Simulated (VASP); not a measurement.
# SiC3 (P4/mmm) in VASP: a series of runs, part 2 of 2

VASP 6.6.1. Earlier steps stand in the parts before.

## Step 3: Single point, PBE

Input file INCAR:

```
SYSTEM = SiC3
ALGO = Normal
EDIFF = 1E-7
ENCUT = 520
GGA = PE
ISIF = 2
ISMEAR = 0
LASPH = .True.
LCHARG = .True.
LELF = .True.
LREAL = .False.
LVHAR = .True.
LWAVE = .False.
NBANDS = 16
NELM = 80
PREC = Accurate
SIGMA = 0.1
```

Input file KPOINTS:

```
k-points
0
Gamma
  14 14 14
  0 0 0
```

Input file POSCAR:

```
SiC3
1.0
    5.6099665035      0.0000000000      0.0000000000
    0.0000000000      5.6099665035      0.0000000000
    0.0000000000      0.0000000000      3.0562329492
Si C
1 3
Direct
    0.0000000000      0.0000000000      0.0000000000
    0.5000000000      0.5000000000      0.2134401762
    0.0000000000      0.0000000000      0.5000000000
    0.5000000000      0.5000000000      0.7865598238
```

Potentials or basis: VASP PAW PBE potentials, release 64 (Si, C).

Run with:

```bash
$ cat potpaw_PBE.64/Si/POTCAR potpaw_PBE.64/C/POTCAR > POTCAR
$ mpirun -np 1 vasp_std > vasp.out
```

OUTCAR:

```text
SYSTEM = SiC3
   EDIFF = 1E-7
   ENCUT = 520
   GGA = PE
   ISIF = 2
   ISMEAR = 0
   LASPH = .True.
   LREAL = .False.
   NELM = 80
   PREC = Accurate

 ion  position               nearest neighbor table
   1  0.000  0.000  0.000-   3 1.53   3 1.53
   2  0.500  0.500  0.213-   4 1.30   4 1.75
   3  0.000  0.000  0.500-   1 1.53   1 1.53
   4  0.500  0.500  0.787-   2 1.30   2 1.75

  LATTYP: Found a simple tetragonal cell.
 ALAT       =     5.6099665035
 C/A-ratio  =     0.5447863097

  Lattice vectors:

 A1 = (   5.6099665035,   0.0000000000,   0.0000000000)
 A2 = (   0.0000000000,   5.6099665035,   0.0000000000)
 A3 = (   0.0000000000,   0.0000000000,   3.0562329492)

Analysis of symmetry for initial positions (statically):
=====================================================================
 Subroutine PRICEL returns:
 Original cell was already a primitive cell.

 Routine SETGRP: Setting up the symmetry group for a
 simple tetragonal supercell.

 Subroutine GETGRP returns: Found 16 space group operations
 (whereof 16 operations were pure point group operations)
 out of a pool of 16 trial point group operations.

The static configuration has the point symmetry D_4h.

Analysis of symmetry for dynamics (positions and initial velocities):
=====================================================================
 Subroutine PRICEL returns:
 Original cell was already a primitive cell.

 Routine SETGRP: Setting up the symmetry group for a
 simple tetragonal supercell.

 Subroutine GETGRP returns: Found 16 space group operations
 (whereof 16 operations were pure point group operations)
 out of a pool of 16 trial point group operations.

The dynamic configuration has the point symmetry D_4h.

 Subroutine INISYM returns: Found 16 space group operations
 (whereof 16 operations are pure point group operations),
 and found     1 'primitive' translations

----------------------------------------------------------------------------------------

                                     Primitive cell

  volume of cell :      96.1849

  direct lattice vectors                    reciprocal lattice vectors
     5.609966503  0.000000000  0.000000000     0.178254184  0.000000000  0.000000000
     0.000000000  5.609966503  0.000000000     0.000000000  0.178254184  0.000000000
     0.000000000  0.000000000  3.056232949     0.000000000  0.000000000  0.327200189

  length of vectors
     5.609966503  5.609966503  3.056232949     0.178254184  0.178254184  0.327200189

  position of ions in fractional coordinates (direct lattice)
     0.000000000  0.000000000  0.000000000
     0.500000000  0.500000000  0.213440176
     0.000000000  0.000000000  0.500000000
     0.500000000  0.500000000  0.786559824

  ion indices of the primitive-cell ions
   primitive index   ion index
                 1           1
                 2           2
                 3           3
                 4           4

----------------------------------------------------------------------------------------

 KPOINTS: k-points

Automatic generation of k-mesh.
 Grid dimensions read from file:
 generate k-points for:   14   14   14

 Generating k-lattice:

  Cartesian coordinates                     Fractional coordinates (reciprocal lattice)
     0.012732442  0.000000000  0.000000000     0.071428571  0.000000000  0.000000000
     0.000000000  0.012732442  0.000000000     0.000000000  0.071428571  0.000000000
     0.000000000  0.000000000  0.023371442     0.000000000  0.000000000  0.071428571

  Length of vectors
     0.012732442  0.012732442  0.023371442

  Shift w.r.t. Gamma in fractional coordinates (k-lattice)
     0.000000000  0.000000000  0.000000000

 Subroutine IBZKPT returns following result:
 ===========================================

 Found    288 irreducible k-points:

 Following reciprocal coordinates:
            Coordinates               Weight
  0.000000  0.000000  0.000000      1.000000
  0.071429  0.000000  0.000000      4.000000
  0.142857  0.000000  0.000000      4.000000
  0.214286  0.000000  0.000000      4.000000
  0.285714  0.000000  0.000000      4.000000
  0.357143  0.000000  0.000000      4.000000
[... 16 lines left out ...]
  0.285714  0.214286  0.000000      8.000000
  0.357143  0.214286  0.000000      8.000000
 [... further k-points ...]
   k-points           NKPTS =    288   k-points in BZ     NKDIM =    288   number of bands    NBANDS=     16
   number of dos      NEDOS =    301   number of ions     NIONS =      4
   total plane-waves  NPLWV =  42336
   dimension x,y,z NGX =    42 NGY =   42 NGZ =   24
   dimension x,y,z NGXF=    84 NGYF=   84 NGZF=   48
   ions per type =               1   3
   NGX,Y,Z   is equivalent  to a cutoff of  12.45, 12.45, 13.05 a.u.
   NGXF,Y,Z  is equivalent  to a cutoff of  24.89, 24.89, 26.11 a.u.
 SYSTEM =  SiC3
   PREC   = accura    normal or accurate (medium, high low for compatibility)
   ISTART =      0    job   : 0-new  1-cont  2-samecut
   ICHARG =      2    charge: 1-file 2-atom 10-const
   ISPIN  =      1    spin polarized calculation?
   LNONCOLLINEAR =      F non collinear calculations
   LSORBIT =      F    spin-orbit coupling
   LASPH  =      T    aspherical Exc in radial PAW
   ENCUT  =  520.0 eV  38.22 Ry    6.18 a.u.  10.43 10.43  5.68*2*pi/ulx,y,z
   NELM   =     80;   NELMIN=  2; NELMDL= -5     # of ELM steps
   EDIFF  = 0.1E-06   stopping-criterion for ELM
   LREAL  =      F    real-space projection
   EDIFFG = 0.1E-05   stopping-criterion for IOM
   NSW    =      0    number of steps for IOM
   IBRION =     -1    ionic relax: 0-MD 1-quasi-New 2-CG
   NFREE  =      0    steps in history (QN), initial steepest desc. (CG)
   ISIF   =      2    stress and relaxation
   ISYM   =      2    0-nonsym 1-usesym 2-fastsym
   POTIM  = 0.5000    time-step for ionic-motion
   TEBEG  =    0.0;   TEEND  =   0.0 temperature during run
   PSTRESS=    0.0 pullay stress
   NELECT =      16.0000    total number of electrons
   NUPDOWN=      -1.0000    fix difference up-down
   EMIN   =  10.00;   EMAX   =-10.00  energy-range for DOS
   EFERMI =   0.00;   METHOD = LEGACY
   ISMEAR =     0;   SIGMA  =   0.10  broadening in eV -4-tet -1-fermi 0-gaus
   EFERMI_NEDOS =   21; number of points for ismear=-14 and -15
   IALGO  =     38    algorithm
   IMIX   =      4    mixing-type and parameters
     AMIX     =   0.40;   BMIX     =  1.00
     AMIX_MAG =   1.60;   BMIX_MAG =  1.00
  volume/ion in A,a.u.               =      24.05       162.27
  Fermi-wavevector in a.u.,A,eV,Ry     =   0.900352  1.701419 11.029350  0.810634
  Thomas-Fermi vector in A             =   2.023299
   LORBIT       =      0    0 simple, 1 ext, 2 COOP (PROOUT), +10 PAW based schemes
   GGA     = PE    functional components
   LHFCALC =     F    Hartree Fock is set to
   AEXX    =    0.0000 exact exchange contribution
   IVDW    =     0    specifies the selected vdW correction
   LEPSILON=     F    determine dielectric tensor
   LRPA    =     F    only Hartree local field effects (RPA)
 non-spin polarized calculation
 Gauss-broadening in eV      SIGMA  =   0.10
  energy-cutoff  :      520.00
  volume of cell :       96.18
 maximum number of plane-waves:      2618
 NGX is ok and might be reduce to    42
   NGX = 21   NGY = 21   NGZ = 11

 number of electron      16.0000001 magnetization

 Free energy of the ion-electron system (eV)
  ---------------------------------------------------
  ext. energy  EPLUGINS =         0.00000000
  ---------------------------------------------------
  free energy    TOTEN  =       -24.28579051 eV

  energy without entropy =      -24.28579051  energy(sigma->0) =      -24.28579051

 E-fermi :  -0.5471     XC(G=0):  -6.6826

 val. band max:       -0.9664501826   @ k =   0.5000   0.0000   0.5000
 cond. band min:       0.1834518821   @ k =   0.0000   0.0000   0.0000
 fundamental gap:      1.1499020646
 Fermi energy:        -0.5471321935

 k-point     1 :       0.0000    0.0000    0.0000
  band No.  band energies     occupation
      1     -15.5961      2.00000
      2     -12.9640      2.00000
      3      -7.9281      2.00000
      4      -4.7763      2.00000
      5      -4.7763      2.00000
      6      -4.5845      2.00000
[... 8 lines left out ...]
     15       6.7778      0.00000
     16       8.2288      0.00000
[... 419 lines left out ...]
 k-point    24 :       0.3571    0.2143    0.0000
  band No.  band energies     occupation
      1     -15.5909      2.00000
      2     -12.9644      2.00000
      3      -7.9285      2.00000
      4      -4.8364      2.00000
      5      -4.7392      2.00000
      6      -4.5836      2.00000
[... 8 lines left out ...]
     15       6.8727      0.00000
     16       8.0831      0.00000

 [... further k-points ...]
[... 5 lines left out ...]
  --------------------------------------------------------------------------------------
  -------------------------------------------------------------------------------------
  Total        0.0142592      0.0142592     -0.0211645      0.0000000      0.0000000      0.0000000
  in kB        0.2375190      0.2375190     -0.3525420      0.0000000      0.0000000      0.0000000
  external PRESSURE =       0.0408320 kB  Pullay stress =       0.0000000 kB

 VOLUME and BASIS-vectors are now :
 -----------------------------------------------------------------------------
  energy-cutoff  :      520.00
  volume of cell :       96.18
      direct lattice vectors                 reciprocal lattice vectors
     5.609966503  0.000000000  0.000000000     0.178254184  0.000000000  0.000000000
     0.000000000  5.609966503  0.000000000     0.000000000  0.178254184  0.000000000
     0.000000000  0.000000000  3.056232949     0.000000000  0.000000000  0.327200189

 POSITION                                       TOTAL-FORCE (eV/Angst)
 -----------------------------------------------------------------------------------
      0.00000      0.00000      0.00000         0.000000      0.000000      0.000000
      2.80498      2.80498      0.65232         0.000000      0.000000      0.064917
      0.00000      0.00000      1.52812         0.000000      0.000000      0.000000
      2.80498      2.80498      2.40391         0.000000     -0.000000     -0.064917
 -----------------------------------------------------------------------------------
    total drift:                                0.000000     -0.000000     -0.000000

  FREE ENERGIE OF THE ION-ELECTRON SYSTEM (eV)
  ---------------------------------------------------
  free  energy   TOTEN  =       -24.2857905135 eV

  energy  without entropy=      -24.2857905135  energy(sigma->0) =      -24.28579051
```

OSZICAR:

```text
N       E                     dE             d eps       ncg     rms          rms(c)
DAV:   1     0.534217104442E+02    0.53422E+02   -0.62565E+03  9216   0.785E+02
DAV:   2    -0.236925899934E+02   -0.77114E+02   -0.70155E+02 13360   0.159E+02
DAV:   3    -0.305344257580E+02   -0.68418E+01   -0.67782E+01 11488   0.478E+01
DAV:   4    -0.306525818907E+02   -0.11816E+00   -0.11806E+00 11368   0.781E+00
DAV:   5    -0.306547978918E+02   -0.22160E-02   -0.22153E-02 11648   0.101E+00    0.144E+01
DAV:   6    -0.245551625588E+02    0.60996E+01   -0.11576E+01 10000   0.185E+01    0.595E+00
DAV:   7    -0.243586732207E+02    0.19649E+00   -0.13138E+00 11312   0.614E+00    0.278E+00
DAV:   8    -0.242884109853E+02    0.70262E-01   -0.13253E-01 11944   0.216E+00    0.102E+00
DAV:   9    -0.242839918179E+02    0.44192E-02   -0.18520E-02 12368   0.927E-01    0.295E-01
DAV:  10    -0.242852198475E+02   -0.12280E-02   -0.39092E-03 10000   0.391E-01    0.116E-01
DAV:  11    -0.242857542364E+02   -0.53439E-03   -0.61333E-04 10912   0.172E-01    0.517E-02
DAV:  12    -0.242857781028E+02   -0.23866E-04   -0.77266E-05 11504   0.554E-02    0.170E-02
DAV:  13    -0.242857878036E+02   -0.97007E-05   -0.88172E-06 11216   0.201E-02    0.592E-03
DAV:  14    -0.242857904066E+02   -0.26031E-05   -0.25811E-06 10328   0.984E-03    0.143E-03
DAV:  15    -0.242857905355E+02   -0.12886E-06   -0.10855E-07 11488   0.226E-03    0.104E-03
DAV:  16    -0.242857905135E+02    0.21984E-07   -0.42953E-08  7984   0.157E-03
   1 F= -.24285791E+02 E0= -.24285791E+02  d E =-.105513E-10
```

It took 11 min on 1 thread of Intel Xeon 8259CL, shared host; peak memory 0.47 GiB.

What came out:

| Quantity | Value |
| --- | --- |
| Free energy | -24.2858 eV |
| Pressure | 0.0 GPa |
| Largest force | 0.065 eV/Å |
| Band gap on the k mesh | 1.15 eV (least direct gap 1.54 eV) |

Forces on the atoms (eV/Å):
```
Si   0.000  0.000  0.000
C    0.000  0.000  0.065
C    0.000  0.000  0.000
C    0.000  0.000 -0.065
```

Levels at points of the mesh, in eV from the valence-band top:
```tsv
k point	band 5	band 6	band 7	band 8	band 9	band 10	band 11	band 12
(0.00, 0.00, 0.00)	-3.81	-3.62	-2.13	-2.13	1.15	2.94	5.63	6.96
(0.50, 0.00, 0.00)	-3.72	-3.62	-2.41	-2.28	1.15	3.71	6.24	6.95
(0.50, 0.50, 0.00)	-3.95	-3.62	-2.13	-2.13	1.15	3.85	6.56	6.95
(0.00, 0.00, 0.50)	-1.52	-1.52	-0.06	-0.06	1.72	1.72	2.88	2.88
(0.50, 0.00, 0.50)	-1.53	-1.50	-0.06	0.00	1.54	1.62	2.44	2.78
(0.50, 0.50, 0.50)	-1.58	-1.58	-0.17	-0.17	1.72	1.72	2.72	2.72
```

A k mesh can miss the band edges.
